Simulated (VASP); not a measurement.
Write the native input for VASP 6.6.1 that does the following.

* Task: single point
* Functional: LDA
* Potentials or basis: VASP PAW LDA potentials, release 64 (Ni, O)
* Cutoff: 520 eV
* k mesh: 7 × 7 × 4
* Occupations: gaussian, width 0.05 eV
* Spin: collinear spin, ferromagnetic start
* Starting moments: [1.83, 1.83, 0.35, 0.35] μB
* Fixed moment: 4.4 μB
* Hubbard terms: Ni d U = 4.0 eV
* Dipole correction: no
* Further INCAR settings: ALGO = Normal; EDIFF = 1e-07; NBANDS = 28

The structure of NiO lies in POSCAR:

```
NiO
1.0
    3.2262774900      0.0000000000      0.0000000000
   -1.6131387500      2.7940382700      0.0000000000
    0.0000000000      0.0000000000      5.2838976400
Ni O
2 2
Direct
    0.6666666667      0.3333333333      0.0000000000
    0.3333333333      0.6666666667      0.5000000000
    0.6666666667      0.3333333333      0.6252000000
    0.3333333333      0.6666666667      0.1252000000
```

These files were run (other wordings do the same):

INCAR

```
PREC     = Accurate       # precision mode
ENCUT    = 520            # plane-wave cutoff, eV
EDIFF    = 1E-7           # SCF threshold, eV
ISMEAR   = 0              # smearing method
SIGMA    = 0.05           # smearing width, eV
LREAL    = False          # projectors in reciprocal space
LASPH    = True           # aspherical terms in the spheres
NELM     = 150            # most SCF steps
ALGO     = Normal         # electronic algorithm
ISIF     = 2              # what is computed and relaxed
LWAVE    = False          # write WAVECAR
LCHARG   = False          # write CHGCAR
ISPIN    = 2              # spin polarisation
MAGMOM   = 1.83 1.83 0.35 0.35 # initial moments
LORBIT   = 11             # projections on sites
NUPDOWN  = 4.4            # fixed moment
LMAXMIX  = 4              # l up to which the mixer works
LDAU     = True           # DFT+U
LDAUTYPE = 2            
LDAUL    = 2 -1           # shell
LDAUU    = 4 0            # U, eV
LDAUJ    = 0 0          
LDAUPRINT= 1            
GGA      = CA             # functional
NBANDS   = 28             # bands
```

KPOINTS

```
regular mesh
0
Gamma
  7 7 4
```

Potentials or basis: VASP PAW LDA potentials, release 64 (Ni, O).

The run is started by

```sh
$ cat potpaw_LDA.64/Ni/POTCAR potpaw_LDA.64/O/POTCAR > POTCAR
$ mpirun -np 1 vasp_std > vasp.out
```

Results of the run:

```yaml
Pressure: -19.3 GPa
Largest_force: 0.027 eV/Å
Net_moment: 4.40 μB per cell
Site_moments: Ni +1.69; O +0.41 μB
Valence_electrons_inside_the_program's_atomic_spheres: Ni 9.05; O 4.92
```

Caveat: the total moment is fixed, so each spin has its own Fermi level.

Wall time 3 min on 1 thread of Intel Xeon 6975P-C, on a shared host, peak memory 0.15 GiB.
